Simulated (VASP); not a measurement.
# Er5Br (P6/mmm) in VASP: notebook, part 2 of 2

VASP 6.6.1. Earlier steps stand in the parts before.

### 3 Relaxation of cell and atoms, PBE

This run uses another cell than the first one, of 30.69 Å³/atom.

INCAR

```
PREC = Accurate
ENCUT = 500
EDIFF = 1E-7
ISMEAR = 0
SIGMA = 0.1
LREAL = False
LASPH = True
NELM = 200
ALGO = Normal
ISIF = 3
LWAVE = False
LCHARG = False
GGA = PE
IBRION = 2
NSW = 90
EDIFFG = -0.04
GGA_COMPAT = False
NELMIN = 4
LMAXMIX = 6
```

KPOINTS

```
Automatic mesh
0
Gamma
  3 3 4
```

POSCAR

```
Er5Br
1.0
    5.8579926879      0.0000000000      0.0000000000
   -2.9289963440      5.0731704829      0.0000000000
    0.0000000000      0.0000000000      6.1957900561
Er Br
5 1
Direct
    0.3333333333      0.6666666667      0.0000000000
    0.6666666667      0.3333333333      0.0000000000
    0.3333333333      0.6666666667      0.5000000000
    0.6666666667      0.3333333333      0.5000000000
    0.0000000000      0.0000000000      0.5000000000
    0.0000000000      0.0000000000      0.0000000000
```

Potentials or basis: VASP PAW PBE potentials, release 64 (Er_3, Br), 4f in core.

Launch:

```sh
$ cat potpaw_PBE.64/Er_3/POTCAR potpaw_PBE.64/Br/POTCAR > POTCAR
$ mpirun -np 1 vasp_std > vasp.out
```

OUTCAR:

```text
PREC = Accurate
   ENCUT = 500
   EDIFF = 1E-7
   ISMEAR = 0
   LREAL = False
   LASPH = True
   NELM = 200
   ISIF = 3
   GGA = PE
   IBRION = 2
   NSW = 90
   EDIFFG = -0.04
   NELMIN = 4

 ion  position               nearest neighbor table
   1  0.333  0.667  0.000-   3 3.10   3 3.10   2 3.38   2 3.38   2 3.38
   2  0.667  0.333  0.000-   4 3.10   4 3.10   1 3.38   1 3.38   1 3.38
   3  0.333  0.667  0.500-   1 3.10   1 3.10   4 3.38   4 3.38   5 3.38   5 3.38   5 3.38   4 3.38

   4  0.667  0.333  0.500-   2 3.10   2 3.10   3 3.38   3 3.38   5 3.38   5 3.38   5 3.38   3 3.38

   5  0.000  0.000  0.500-   6 3.10   6 3.10   3 3.38   4 3.38   4 3.38   3 3.38   4 3.38   3 3.38

   6  0.000  0.000  0.000-   5 3.10   5 3.10

  LATTYP: Found a hexagonal cell.
 ALAT       =     5.8579926879
 C/A-ratio  =     1.0576643547

  Lattice vectors:

 A1 = (   5.8579926879,   0.0000000000,   0.0000000000)
 A2 = (  -2.9289963440,   5.0731704829,   0.0000000000)
 A3 = (   0.0000000000,   0.0000000000,   6.1957900561)

Analysis of symmetry for initial positions (statically):
=====================================================================
 Subroutine PRICEL returns:
 Original cell was already a primitive cell.

 Routine SETGRP: Setting up the symmetry group for a
 hexagonal supercell.

 Subroutine GETGRP returns: Found 24 space group operations
 (whereof 24 operations were pure point group operations)
 out of a pool of 24 trial point group operations.

The static configuration has the point symmetry D_6h.

Analysis of symmetry for dynamics (positions and initial velocities):
=====================================================================
 Subroutine PRICEL returns:
 Original cell was already a primitive cell.

 Routine SETGRP: Setting up the symmetry group for a
 hexagonal supercell.

 Subroutine GETGRP returns: Found 24 space group operations
 (whereof 24 operations were pure point group operations)
 out of a pool of 24 trial point group operations.

The dynamic configuration has the point symmetry D_6h.

 Subroutine INISYM returns: Found 24 space group operations
 (whereof 24 operations are pure point group operations),
 and found     1 'primitive' translations

----------------------------------------------------------------------------------------

                                     Primitive cell

  volume of cell :     184.1302

  direct lattice vectors                    reciprocal lattice vectors
     5.857992688  0.000000000  0.000000000     0.170706939  0.098557697  0.000000000
    -2.928996344  5.073170483  0.000000000     0.000000000  0.197115394  0.000000000
     0.000000000  0.000000000  6.195790056     0.000000000  0.000000000  0.161399917

  length of vectors
[... 115 lines left out ...]

 number of electron      52.0000000 magnetization

 Free energy of the ion-electron system (eV)
  ---------------------------------------------------
  ext. energy  EPLUGINS =         0.00000000
  ---------------------------------------------------
  free energy    TOTEN  =       -22.92735422 eV

  energy without entropy =      -22.85065730  energy(sigma->0) =      -22.88900576

------------------------ aborting loop because EDIFF is reached ----------------------------------------

  FORCE on cell =-STRESS in cart. coord.  units (eV):
  Direction    XX          YY          ZZ          XY          YZ          ZX
  --------------------------------------------------------------------------------------
  -------------------------------------------------------------------------------------
  Total        0.1407356      0.1407356      0.9050747     -0.0000000     -0.0000000      0.0000000
  in kB        1.2245871      1.2245871      7.8753527     -0.0000000     -0.0000000      0.0000000
  external PRESSURE =       3.4415090 kB  Pullay stress =       0.0000000 kB

 VOLUME and BASIS-vectors are now :
 -----------------------------------------------------------------------------
  energy-cutoff  :      500.00
  volume of cell :      184.13
      direct lattice vectors                 reciprocal lattice vectors
     5.857992688  0.000000000  0.000000000     0.170706939  0.098557697  0.000000000
    -2.928996344  5.073170483  0.000000000     0.000000000  0.197115394  0.000000000
     0.000000000  0.000000000  6.195790056     0.000000000  0.000000000  0.161399917

 POSITION                                       TOTAL-FORCE (eV/Angst)
 -----------------------------------------------------------------------------------
     -0.00000      3.38211      0.00000        -0.000000     -0.000000      0.000000
      2.92900      1.69106      0.00000        -0.000000      0.000000      0.000000
     -0.00000      3.38211      3.09790         0.000000      0.000000      0.000000
      2.92900      1.69106      3.09790        -0.000000      0.000000      0.000000
      0.00000      0.00000      3.09790        -0.000000      0.000000      0.000000
      0.00000      0.00000      0.00000         0.000000      0.000000      0.000000
 -----------------------------------------------------------------------------------
    total drift:                               -0.000000      0.000000      0.000000

  FREE ENERGIE OF THE ION-ELECTRON SYSTEM (eV)
  ---------------------------------------------------
  free  energy   TOTEN  =       -22.9273542162 eV

  energy  without entropy=      -22.8506573000  energy(sigma->0) =      -22.88900576

--------------------------------------- Ionic step        2  -------------------------------------------

 number of electron      51.9999997 magnetization

 Free energy of the ion-electron system (eV)
  ---------------------------------------------------
  ext. energy  EPLUGINS =         0.00000000
  ---------------------------------------------------
  free energy    TOTEN  =       -22.93128434 eV

  energy without entropy =      -22.85485874  energy(sigma->0) =      -22.89307154

 E-fermi :   3.1967     XC(G=0):  -9.5959

 val. band max:        3.1955800611   @ k =   0.0000   0.0000   0.2500
 cond. band min:       3.1977156379   @ k =   0.0000   0.0000   0.0000
 fundamental gap:      0.0021355769
 Fermi energy:         3.1967116852

 k-point     1 :       0.0000    0.0000    0.0000
  band No.  band energies     occupation
      1     -22.4132      2.00000
      2     -22.3743      2.00000
      3     -22.3743      2.00000
      4     -22.3251      2.00000
      5     -22.2207      2.00000
      6     -22.1182      2.00000
[... 295 lines left out ...]
     30       3.7999      0.00000
     31       3.7999      0.00000

------------------------ aborting loop because EDIFF is reached ----------------------------------------

  FORCE on cell =-STRESS in cart. coord.  units (eV):
  Direction    XX          YY          ZZ          XY          YZ          ZX
  --------------------------------------------------------------------------------------
  -------------------------------------------------------------------------------------
  Total       -0.0484128     -0.0484128      0.1508151      0.0000000      0.0000000      0.0000000
  in kB       -0.4172673     -0.4172673      1.2998680      0.0000000      0.0000000      0.0000000
  external PRESSURE =       0.1551111 kB  Pullay stress =       0.0000000 kB

 VOLUME and BASIS-vectors are now :
 -----------------------------------------------------------------------------
  energy-cutoff  :      500.00
  volume of cell :      185.89
      direct lattice vectors                 reciprocal lattice vectors
     5.864621456 -0.000000000  0.000000000     0.170513989  0.098446298  0.000000000
    -2.932310728  5.078911165 -0.000000000     0.000000000  0.196892595  0.000000000
     0.000000000 -0.000000000  6.240878063     0.000000000  0.000000000  0.160233863

 POSITION                                       TOTAL-FORCE (eV/Angst)
 -----------------------------------------------------------------------------------
     -0.00000      3.38594     -0.00000        -0.000000     -0.000000     -0.000000
      2.93231      1.69297     -0.00000         0.000000      0.000000      0.000000
     -0.00000      3.38594      3.12044         0.000000     -0.000000      0.000000
      2.93231      1.69297      3.12044        -0.000000      0.000000      0.000000
      5.86462     -0.00000      3.12044        -0.000000      0.000000      0.000000
      0.00000     -0.00000      0.00000        -0.000000     -0.000000      0.000000
 -----------------------------------------------------------------------------------
    total drift:                               -0.000000      0.000000     -0.000000

  FREE ENERGIE OF THE ION-ELECTRON SYSTEM (eV)
  ---------------------------------------------------
  free  energy   TOTEN  =       -22.9312843402 eV

  energy  without entropy=      -22.8548587439  energy(sigma->0) =      -22.89307154

 reached required accuracy - stopping structural energy minimisation
```

Run time: 3 min. Hardware: 1 thread of Intel Xeon Platinum 8375C at 2.90GHz (Ice Lake), shared host; peak memory 0.34 GiB.

What came out:

```
Free energy                           : -22.9313 eV
Relaxed volume                        : 30.98 Å³/atom
Relaxed cell                          : a = 5.865 Å, b = 5.865 Å, c = 6.241 Å, α = 90.00°, β = 90.00°, γ = 120.00°
Space group after relaxing (to 0.1 Å) : P6/mmm (No. 191)
Energy gained by relaxing             : 0.7 meV/atom
Ionic steps                           : 2
Pressure after relaxing               : 0.0 GPa
Band gap on the k mesh                : zero (bands 26 and 27 overlap by 0.49 eV)
```

Stress tensor (GPa, compression positive):
```
-0.04  0.00  0.00
 0.00 -0.04  0.00
 0.00  0.00  0.13
```

Step by step:
```csv
step,energy change (eV),largest force (eV/Å),pressure (GPa),volume (Å³)
1,0.0000,0.0000,0.34,184.13
2,-0.0039,0.0000,0.02,185.89
```

Final structure:
```xyz
6
Lattice="5.8646 0.0000 0.0000 -2.9323 5.0789 0.0000 0.0000 0.0000 6.2409" Properties=species:S:1:pos:R:3 pbc="T T T"
Er    0.0000    3.3859    0.0000
Er    2.9323    1.6930    0.0000
Er    0.0000    3.3859    3.1204
Er    2.9323    1.6930    3.1204
Er    5.8646    0.0000    3.1204
Br    0.0000    0.0000    0.0000
```

Caveat: the k points lie up to 0.41 Å⁻¹ apart in the final cell; spin-orbit coupling is left out, which moves the levels of the heavy elements; the 4f electrons are frozen in the core, so they carry no moment and show no levels; the run has no spin polarisation, though such a crystal can be magnetic.

### 4 Relaxation of cell and atoms, PBE

INCAR

```
  PREC = Accurate
  ENCUT = 500
  EDIFF = 1E-7
  ISMEAR = 0
  SIGMA = 0.1
  LREAL = F
  LASPH = T
  NELM = 200
  ALGO = Normal
  ISIF = 3
  LWAVE = F
  LCHARG = F
  GGA = PE
  IBRION = 2
  NSW = 100
  EDIFFG = -0.01
  GGA_COMPAT = F
  NELMIN = 4
  LMAXMIX = 6
```

KPOINTS

```
regular mesh
0
Gamma
  6 6 6
```

Changes to POSCAR since step 3:

```diff
@@ -2,5 +2,5 @@
 1.0
-    5.8579926879      0.0000000000      0.0000000000
-   -2.9289963440      5.0731704829      0.0000000000
-    0.0000000000      0.0000000000      6.1957900561
+    5.8524816295      0.0000000000      0.0000000000
+   -2.9262408147      5.0683977663      0.0000000000
+    0.0000000000      0.0000000000      6.2358400753
 Er Br
```

Potentials or basis: VASP PAW PBE potentials, release 64 (Er_3, Br), 4f in core.

Launch:

```sh
$ cat potpaw_PBE.64/Er_3/POTCAR potpaw_PBE.64/Br/POTCAR > POTCAR
$ mpirun -np 1 vasp_std > vasp.out
```

OUTCAR:

```text
PREC = Accurate
   ENCUT = 500
   EDIFF = 1E-7
   ISMEAR = 0
   LREAL = F
   LASPH = T
   NELM = 200
   ISIF = 3
   GGA = PE
   IBRION = 2
   NSW = 100
   EDIFFG = -0.01
   NELMIN = 4

 ion  position               nearest neighbor table
   1  0.333  0.667  0.000-   3 3.12   3 3.12   2 3.38   2 3.38   2 3.38
   2  0.667  0.333  0.000-   4 3.12   4 3.12   1 3.38   1 3.38   1 3.38
   3  0.333  0.667  0.500-   1 3.12   1 3.12   5 3.38   4 3.38   4 3.38   5 3.38   5 3.38   4 3.38

[... 1080 lines left out ...]
  -------------------------------------------------------------------------------------
  Total        0.0304158      0.0304158     -0.0108197      0.0000000     -0.0000000     -0.0000000
  in kB        0.2616184      0.2616184     -0.0930649      0.0000000     -0.0000000     -0.0000000
  external PRESSURE =       0.1433906 kB  Pullay stress =       0.0000000 kB

 VOLUME and BASIS-vectors are now :
 -----------------------------------------------------------------------------
  energy-cutoff  :      500.00
  volume of cell :      186.27
      direct lattice vectors                 reciprocal lattice vectors
     5.866383927  0.000000000  0.000000000     0.170462761  0.098416721  0.000000000
    -2.933191964  5.080437509 -0.000000000    -0.000000000  0.196833442  0.000000000
     0.000000000 -0.000000000  6.249852874    -0.000000000  0.000000000  0.160003767

 POSITION                                       TOTAL-FORCE (eV/Angst)
 -----------------------------------------------------------------------------------
     -0.00000      3.38696      6.24985         0.000000     -0.000000     -0.000000
      2.93319      1.69348      0.00000        -0.000000      0.000000      0.000000
     -0.00000      3.38696      3.12493        -0.000000      0.000000     -0.000000
      2.93319      1.69348      3.12493         0.000000     -0.000000      0.000000
      5.86638      0.00000      3.12493        -0.000000     -0.000000      0.000000
      5.86638      0.00000      0.00000        -0.000000      0.000000      0.000000
 -----------------------------------------------------------------------------------
    total drift:                               -0.000000      0.000000      0.000000

  FREE ENERGIE OF THE ION-ELECTRON SYSTEM (eV)
  ---------------------------------------------------
  free  energy   TOTEN  =       -22.9501937295 eV

  energy  without entropy=      -22.8837839557  energy(sigma->0) =      -22.91698884

 reached required accuracy - stopping structural energy minimisation
```

OSZICAR:

```text
N       E                     dE             d eps       ncg     rms          rms(c)
DAV:   1     0.371098930021E+03    0.37110E+03   -0.22144E+04  2964   0.160E+03
DAV:   2     0.204960513714E+02   -0.35060E+03   -0.34599E+03  2920   0.107E+03
DAV:   3    -0.162082104744E+02   -0.36704E+02   -0.34992E+02  2948   0.258E+02
DAV:   4    -0.227364374362E+02   -0.65282E+01   -0.62391E+01  3040   0.706E+01
[... 22 lines left out ...]
DAV:   5    -0.229501960133E+02    0.83374E-05   -0.17644E-04  3041   0.162E-01    0.429E-02
DAV:   6    -0.229501937499E+02    0.22634E-05   -0.62916E-05  2944   0.756E-02    0.157E-02
DAV:   7    -0.229501935752E+02    0.17472E-06   -0.90493E-06  2992   0.297E-02    0.623E-03
DAV:   8    -0.229501936608E+02   -0.85575E-07   -0.11966E-06  2425   0.122E-02    0.179E-03
DAV:   9    -0.229501937295E+02   -0.68703E-07   -0.11431E-07  1480   0.624E-03
   2 F= -.22950194E+02 E0= -.22916989E+02  d E =-.107518E-02
```

CONTCAR:

```text
Er5Br
   1.00000000000000
     5.8663839272985951    0.0000000000001372    0.0000000000000000
    -2.9331919635990600    5.0804375093642866   -0.0000000000000000
     0.0000000000000000   -0.0000000000000000    6.2498528742011841
  Er              Br
     5     1
Direct
     0.3333333332999970    0.6666666667000030    1.0000000000000000
     0.6666666667000030    0.3333333332999970    0.0000000000000000
     0.3333333332999970    0.6666666667000030    0.5000000000000000
     0.6666666667000030    0.3333333332999970    0.5000000000000000
     1.0000000000000000    0.0000000000000000    0.5000000000000000
     1.0000000000000000    0.0000000000000000    0.0000000000000000

  0.00000000E+00  0.00000000E+00  0.00000000E+00
  0.00000000E+00  0.00000000E+00  0.00000000E+00
  0.00000000E+00  0.00000000E+00  0.00000000E+00
  0.00000000E+00  0.00000000E+00  0.00000000E+00
  0.00000000E+00  0.00000000E+00  0.00000000E+00
  0.00000000E+00  0.00000000E+00  0.00000000E+00
```

It took 7 min on 1 thread of Intel Xeon Platinum 8375C at 2.90GHz (Ice Lake), shared host; peak memory 0.41 GiB.

What came out:

- Free energy: -22.9502 eV
- Relaxed volume: 31.04 Å³/atom
- Relaxed cell: a = 5.866 Å, b = 5.866 Å, c = 6.250 Å, α = 90.00°, β = 90.00°, γ = 120.00°
- Space group after relaxing (to 0.1 Å): P6/mmm (No. 191)
- Energy gained by relaxing: 0.2 meV/atom
- Ionic steps: 2
- Pressure after relaxing: 0.0 GPa
- Band gap on the k mesh: zero (bands 26 and 27 overlap by 0.49 eV)

The path:
```
step  energy change (eV)  largest force (eV/Å)  pressure (GPa)  volume (Å³)
   1              0.0000                0.0000            0.25       184.97
   2             -0.0011                0.0000            0.01       186.27
```

Final structure:
```
CELL_PARAMETERS angstrom
5.86638 0.00000 0.00000
-2.93319 5.08044 0.00000
0.00000 0.00000 6.24985
ATOMIC_POSITIONS crystal
Er 0.33333 0.66667 0.00000
Er 0.66667 0.33333 0.00000
Er 0.33333 0.66667 0.50000
Er 0.66667 0.33333 0.50000
Er 0.00000 0.00000 0.50000
Br 0.00000 0.00000 0.00000
```

Levels at points of the mesh, in eV from the Fermi level:
```csv
k point,band 22,band 23,band 24,band 25,band 26,band 27,band 28,band 29,band 30,band 31
"(0.00, 0.00, 0.00)",-0.75,-0.75,-0.66,-0.27,-0.01,-0.01,0.03,0.03,0.82,0.82
"(0.50, 0.00, 0.00)",-1.64,-1.55,-0.70,-0.52,-0.18,0.07,0.09,0.14,0.51,1.04
"(0.00, 0.00, 0.50)",-0.38,-0.38,-0.04,-0.04,0.26,0.26,0.83,0.90,1.28,1.28
"(0.50, 0.00, 0.50)",-1.35,-1.21,-0.70,-0.47,-0.32,0.13,0.56,0.83,1.09,1.35
```

Caveat: spin-orbit coupling is left out, which moves the levels of the heavy elements; the 4f electrons are frozen in the core, so they carry no moment and show no levels; the run has no spin polarisation, though such a crystal can be magnetic. Spin polarisation is off, so any magnetic state and its effect on volume and gap are missing.

### 5 The runs side by side

| task | cell | k mesh | gap on the mesh (eV) | pressure (GPa) | relaxed volume (Å³/atom) |
| --- | --- | --- | --- | --- | --- |
| single point | a = 5.852, b = 5.852, c = 6.236 Å, angles 90.0, 90.0, 120.0°, 6 atoms | 6 × 6 × 6 | none | 0.2 | - |
| relaxation of cell and atoms | relaxed from a = 5.858, b = 5.858, c = 6.196 Å, angles 90.0, 90.0, 120.0°, 6 atoms | 3 × 3 × 4 | none | 0.0 | 30.98 |
| relaxation of cell and atoms | relaxed from a = 5.852, b = 5.852, c = 6.236 Å, angles 90.0, 90.0, 120.0°, 6 atoms | 6 × 6 × 6 | none | 0.0 | 31.04 |

Alike in all rows: level PBE; potentials or basis VASP PAW PBE potentials, release 64 (Er_3, Br), 4f in core; no spin polarisation; cutoff (eV) 500; smearing gaussian 0.1 eV.

Caveats: some runs use coarse meshes; spin-orbit coupling is left out, which moves the levels of the heavy elements; the 4f electrons are frozen in the core, so they carry no moment and show no levels; the run has no spin polarisation, though such a crystal can be magnetic.

Total energies depend on the potentials used, so only differences within one code and one set of settings carry meaning.
